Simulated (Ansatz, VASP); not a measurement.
One calculation of ZrS, two programs

File INCAR:

```
  PREC = Accurate
  ENCUT = 520
  EDIFF = 1E-6
  ISMEAR = 0
  SIGMA = 0.15
  LREAL = False
  LASPH = True
  NELM = 100
  ALGO = Normal
  ISIF = 2
  LWAVE = False
  LCHARG = False
  GGA = PS
  NBANDS = 16
```

File KPOINTS:

```
regular mesh
0
Gamma
  16 16 16
```

POSCAR

```
ZrS
1.0
    0.0000000000      2.5856250000      2.5462500000
    2.5856250000      0.0000000000      2.5462500000
    2.5856250000      2.5856250000      0.0000000000
Zr S
1 1
Direct
    0.0000000000      0.0000000000      0.0000000000
    0.5000000000      0.5000000000      0.5000000000
```

Input for Ansatz:

```yaml
crystal:
  lattice:
    - [0.0, 2.585625, 2.54625]
    - [2.585625, 0.0, 2.54625]
    - [2.585625, 2.585625, 0.0]
  atoms:
    - { symbol: Zr, position: [0.0, 0.0, 0.0] }
    - { symbol: S, position: [0.5, 0.5, 0.5] }
basis:
  ecutwfc: 420
kpoints:
  mp_grid: { grid: [16, 16, 16] }
hamiltonian:
  xc: pbesol
scf:
  occupations: { method: gaussian, width: 0.15 }
output:
  forces: true
  stress: true
  eigenvalues: true
```

Change from the starting cell: strain -0.015 along x and y, -0.030 along z, atoms carried along.

Alike in both runs: task single point; functional PBEsol; k mesh 16 × 16 × 16; occupations gaussian, width 0.15 eV; no spin polarisation.

|  | VASP | Ansatz |
| --- | --- | --- |
| version | VASP 6.6.1 | Ansatz 0.2.0 |
| potentials or method | VASP PAW PBE potentials, release 64 (Zr_sv, S), cutoff 520 eV | scalar-relativistic, plane waves, PAW |
| valence electrons in the cell | 18 | 18 |

```csv
,VASP,Ansatz,Ansatz less VASP
gap on the k mesh at the Fermi level (eV),none,none,-
pressure (GPa),2.2,1.9,-0.25
"traceless stress, the component that is largest in VASP (GPa)",3.49,3.47,-0.017
```

VASP's potentials were made for PBE, not for PBEsol. A gap of «none» marks a metal or a gap that the smearing closes.
